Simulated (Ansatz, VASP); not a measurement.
Two plane-wave programs on ZnO

File INCAR:

```
ALGO = Normal
EDIFF = 1E-6
ENCUT = 520
GGA = PS
ISIF = 2
ISMEAR = 0
LASPH = T
LCHARG = F
LREAL = F
LWAVE = F
NBANDS = 26
NELM = 100
PREC = Accurate
SIGMA = 0.05
```

Contents of KPOINTS:

```
k-points
0
Gamma
  12 12 4
```

The input POSCAR:

```
ZnO
1.0
    3.5418552532      0.0000000000      0.0000000000
   -1.7709276266      3.0673366258      0.0000000000
    0.0000000000      0.0000000000      6.1448280799
Zn O
2 2
Direct
    0.0000000000      0.0000000000      0.7500000000
    0.0000000000      0.0000000000      0.2500000000
    0.3333333333      0.6666666667      0.2500000000
    0.6666666667      0.3333333333      0.7500000000
```

Input for Ansatz:

```yaml
crystal:
  lattice:
    - [3.5418552532, 0.0, 0.0]
    - [-1.7709276266, 3.0673366258, 0.0]
    - [0.0, 0.0, 6.1448280799]
  atoms:
    - { symbol: Zn, position: [0.0, 0.0, 0.75] }
    - { symbol: Zn, position: [0.0, 0.0, 0.25] }
    - { symbol: O, position: [0.3333333333, 0.6666666667, 0.25] }
    - { symbol: O, position: [0.6666666667, 0.3333333333, 0.75] }
basis:
  ecutwfc: 420
kpoints:
  mp_grid: { grid: [12, 12, 4] }
hamiltonian:
  xc: pbesol
scf:
  occupations: { method: gaussian, width: 0.05 }
output:
  forces: true
  stress: true
  eigenvalues: true
```

Alike in both runs: task single point; functional PBEsol; k mesh 12 × 12 × 4; occupations gaussian, width 0.05 eV; no spin polarisation.

|  | VASP | Ansatz |
| --- | --- | --- |
| version | VASP 6.6.1 | Ansatz 0.2.0 |
| potentials or method | VASP PAW PBE potentials, release 64 (Zn, O), cutoff 520 eV | scalar-relativistic, plane waves, PAW |
| valence electrons in the cell | 36 | 36 |

|  | VASP | Ansatz | Ansatz less VASP |
| --- | --- | --- | --- |
| gap on the k mesh at the Fermi level (eV) | 0.25 | 0.26 | +0.008 |
| least direct gap on the mesh (eV) | 0.26 | 0.27 | +0.006 |
| pressure (GPa) | -18.0 | -18.3 | -0.32 |
| traceless stress, the component that is largest in VASP (GPa) | 17.24 | 17.69 | +0.442 |

VASP's potentials were made for PBE, not for PBEsol. With one functional, cell and mesh, what is left measures potentials, basis and numerics.
